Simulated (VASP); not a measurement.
# F (C2/c) in VASP: further runs, part 2 of 2

VASP 6.6.1. The steps go on from the part before.

### Step 3. Single point, RPBE

This run uses another cell than the first one, of 22.94 Å³/atom, 1.087 times its volume.

The input, INCAR:

```
  PREC = Accurate
  ENCUT = 520
  EDIFF = 1E-6
  ISMEAR = -1
  SIGMA = 0.05
  LREAL = F
  LASPH = T
  NELM = 60
  ALGO = Normal
  ISIF = 2
  LWAVE = F
  LCHARG = T
  GGA = RP
  LELF = T
  LVHAR = T
  NBANDS = 22
```

The input, KPOINTS:

```
regular mesh
0
Gamma
  9 9 4
```

The input, POSCAR:

```
F
1.0
    3.1777961013     -1.8696750883     -0.0110551383
    3.1777961013      1.8696750883     -0.0110551383
   -1.8020726940      0.0000000000      7.7285017193
F
4
Direct
    0.0593687897      0.4923776308      0.0908216868
    0.5076223692      0.9406312103      0.4091783132
    0.9406312103      0.5076223692      0.9091783132
    0.4923776308      0.0593687897      0.5908216868
```

Potentials or basis: VASP PAW PBE potentials, release 64 (F).

Command:

```sh
cat potpaw_PBE.64/F/POTCAR > POTCAR
mpirun -np 1 vasp_std > vasp.out
```

OUTCAR:

```text
PREC = Accurate
   ENCUT = 520
   EDIFF = 1E-6
   ISMEAR = -1
   LREAL = F
   LASPH = T
   NELM = 60
   ISIF = 2
   GGA = RP

 ion  position               nearest neighbor table
   1  0.059  0.492  0.091-   3 1.42
   2  0.508  0.941  0.409-   4 1.42
   3  0.941  0.508  0.909-   1 1.42
   4  0.492  0.059  0.591-   2 1.42

  LATTYP: Found a base centered monoclinic cell.
 ALAT       =     6.3556306619
 B/A-ratio  =     0.5883523407
 C/A-ratio  =     1.2486279119
 COS(beta)  =    -0.2304674972

  Lattice vectors:

 A1 = (   3.1777961013,  -1.8696750883,  -0.0110551383)
 A2 = (   3.1777961013,   1.8696750883,  -0.0110551383)
 A3 = (  -1.8020726940,   0.0000000000,   7.7285017193)

Analysis of symmetry for initial positions (statically):
=====================================================================
 Subroutine PRICEL returns:
 Original cell was already a primitive cell.

 Routine SETGRP: Setting up the symmetry group for a
 base centered monoclinic supercell.

 Subroutine GETGRP returns: Found  4 space group operations
 (whereof  2 operations were pure point group operations)
 out of a pool of  4 trial point group operations.

The static configuration has the point symmetry S_2 .
 The point group associated with its full space group is C_2h.

Analysis of symmetry for dynamics (positions and initial velocities):
=====================================================================
 Subroutine PRICEL returns:
 Original cell was already a primitive cell.

 Routine SETGRP: Setting up the symmetry group for a
 base centered monoclinic supercell.

 Subroutine GETGRP returns: Found  4 space group operations
 (whereof  2 operations were pure point group operations)
 out of a pool of  4 trial point group operations.

The dynamic configuration has the point symmetry S_2 .
 The point group associated with its full space group is C_2h.

 Subroutine INISYM returns: Found  4 space group operations
[... 111 lines left out ...]
   PSTRESS=    0.0 pullay stress
   NELECT =      28.0000    total number of electrons
   NUPDOWN=      -1.0000    fix difference up-down
   EMIN   =  10.00;   EMAX   =-10.00  energy-range for DOS
   EFERMI =   0.00;   METHOD = LEGACY
   ISMEAR =    -1;   SIGMA  =   0.05  broadening in eV -4-tet -1-fermi 0-gaus
   EFERMI_NEDOS =   21; number of points for ismear=-14 and -15
   IALGO  =     38    algorithm
   IMIX   =      4    mixing-type and parameters
     AMIX     =   0.40;   BMIX     =  1.00
     AMIX_MAG =   1.60;   BMIX_MAG =  1.00
  volume/ion in A,a.u.               =      22.94       154.81
  Fermi-wavevector in a.u.,A,eV,Ry     =   1.102146  2.082754 16.527350  1.214726
  Thomas-Fermi vector in A             =   2.238584
   LORBIT       =      0    0 simple, 1 ext, 2 COOP (PROOUT), +10 PAW based schemes
   GGA     = RP    functional components
   LHFCALC =     F    Hartree Fock is set to
   AEXX    =    0.0000 exact exchange contribution
   IVDW    =     0    specifies the selected vdW correction
   LEPSILON=     F    determine dielectric tensor
   LRPA    =     F    only Hartree local field effects (RPA)
 non-spin polarized calculation
  energy-cutoff  :      520.00
  volume of cell :       91.76
 maximum number of plane-waves:      2486
   NGX = 13   NGY = 13   NGZ = 29

 number of electron      28.0000016 magnetization

 Free energy of the ion-electron system (eV)
  ---------------------------------------------------
  ext. energy  EPLUGINS =         0.00000000
  ---------------------------------------------------
  free energy    TOTEN  =        -6.88017102 eV

  energy without entropy =       -6.88017102  energy(sigma->0) =       -6.88017102

 E-fermi :  -5.1723     XC(G=0):  -6.1706

 val. band max:       -6.4880835235   @ k =   0.4444   0.0000   0.5000
 cond. band min:      -3.5044155468   @ k =   0.0000   0.0000   0.0000
 fundamental gap:      2.9836679767
 Fermi energy:        -5.1722759845

 k-point     1 :       0.0000    0.0000    0.0000
  band No.  band energies     occupation
      1     -31.1269      2.00000
      2     -31.0979      2.00000
      3     -25.0912      2.00000
      4     -24.9921      2.00000
      5     -12.6315      2.00000
      6     -12.2833      2.00000
[... 589 lines left out ...]
     21       7.9989      0.00000
     22       9.9574      0.00000

 [... further k-points ...]
[... 5 lines left out ...]
  --------------------------------------------------------------------------------------
  -------------------------------------------------------------------------------------
  Total       -0.1989364     -0.1688369      0.7300034      0.0000000      0.0000000     -0.0010289
  in kB       -3.4734393     -2.9479007     12.7458984      0.0000000      0.0000000     -0.0179643
  external PRESSURE =       2.1081861 kB  Pullay stress =       0.0000000 kB

 VOLUME and BASIS-vectors are now :
 -----------------------------------------------------------------------------
  energy-cutoff  :      520.00
  volume of cell :       91.76
      direct lattice vectors                 reciprocal lattice vectors
     3.177796101 -1.869675088 -0.011055138     0.157469486 -0.267426144  0.036717526
     3.177796101  1.869675088 -0.011055138     0.157469486  0.267426144  0.036717526
    -1.802072694  0.000000000  7.728501719     0.000450500  0.000000000  0.129496230

 POSITION                                       TOTAL-FORCE (eV/Angst)
 -----------------------------------------------------------------------------------
      1.58967      0.80959      0.69582         0.000004     -0.060982      0.328997
      3.86489      0.80959      3.14632        -0.000004     -0.060982     -0.328997
      2.96385     -0.80959      7.01058        -0.000004      0.060982     -0.328997
      0.68863     -0.80959      4.56007         0.000004      0.060982      0.328997
 -----------------------------------------------------------------------------------
    total drift:                                0.000000      0.000000      0.000000

  FREE ENERGIE OF THE ION-ELECTRON SYSTEM (eV)
  ---------------------------------------------------
  free  energy   TOTEN  =        -6.8801710154 eV

  energy  without entropy=       -6.8801710154  energy(sigma->0) =       -6.88017102
```

OSZICAR:

```text
N       E                     dE             d eps       ncg     rms          rms(c)
DAV:   1     0.207511528242E+03    0.20751E+03   -0.14927E+04  4212   0.113E+03
DAV:   2     0.378197927561E+01   -0.20373E+03   -0.19667E+03  5896   0.283E+02
DAV:   3    -0.837162956462E+01   -0.12154E+02   -0.12094E+02  4830   0.719E+01
DAV:   4    -0.846146649701E+01   -0.89837E-01   -0.89829E-01  4476   0.709E+00
DAV:   5    -0.846209220594E+01   -0.62571E-03   -0.62570E-03  4822   0.562E-01    0.112E+01
DAV:   6    -0.723804028578E+01    0.12241E+01   -0.44550E-01  4192   0.674E+00    0.632E+00
DAV:   7    -0.688176834973E+01    0.35627E+00   -0.58584E-01  4186   0.723E+00    0.690E-01
DAV:   8    -0.688006905271E+01    0.16993E-02   -0.72469E-02  4372   0.187E+00    0.125E-01
DAV:   9    -0.688015026127E+01   -0.81209E-04   -0.84323E-04  4834   0.224E-01    0.645E-02
DAV:  10    -0.688017209705E+01   -0.21836E-04   -0.14743E-04  4528   0.117E-01    0.176E-02
DAV:  11    -0.688017129563E+01    0.80142E-06   -0.13606E-05  4756   0.360E-02    0.500E-03
DAV:  12    -0.688017101538E+01    0.28025E-06   -0.18156E-06  3618   0.112E-02
   1 F= -.68801710E+01 E0= -.68801710E+01  d E =-.750038E-11
```

stdout:

```text
POSCAR found type information on POSCAR F
 POSCAR found :  1 types and       4 ions
 scaLAPACK will be used
 -----------------------------------------------------------------------------
|                                                                             |
|                                                                             |
|     You enforced a specific xc type in the INCAR file but a different       |
|     I HOPE YOU KNOW WHAT YOU ARE DOING!                                     |
|                                                                             |
 -----------------------------------------------------------------------------

 LDA part: xc-table for (Slater+PW92), standard interpolation
 POSCAR, INCAR and KPOINTS ok, starting setup
 FFT: planning ... GRIDC
 FFT: planning ... GRID_SOFT
 FFT: planning ... GRID
 WAVECAR not read
 entering main loop
```

Run time: 79 s. Hardware: 1 thread of Intel Xeon Platinum 8488C (Sapphire Rapids), shared host; peak memory 0.27 GiB.

What came out:

* Free energy: -6.8802 eV
* Pressure: 0.2 GPa
* Largest force: 0.335 eV/Å
* Band gap on the k mesh: 2.98 eV, indirect (the least direct gap lies 4.1 meV higher)

Forces in eV/Å, atoms in the order of the input:
```
F    0.000 -0.061  0.329
F    0.000 -0.061 -0.329
F    0.000  0.061 -0.329
F    0.000  0.061  0.329
```

Levels at points of the mesh, in eV from the valence-band top:
```tsv
k point	band 12	band 13	band 14	band 15	band 16	band 17
(0.00, 0.00, 0.00)	-0.07	-0.01	0.00	2.98	3.64	8.22
(0.00, 0.00, 0.50)	-0.06	-0.04	-0.04	3.30	3.30	8.93
```

Caveat: the PAW data sets were made with another functional, which shifts forces and pressure a little. A k mesh can miss the band edges.
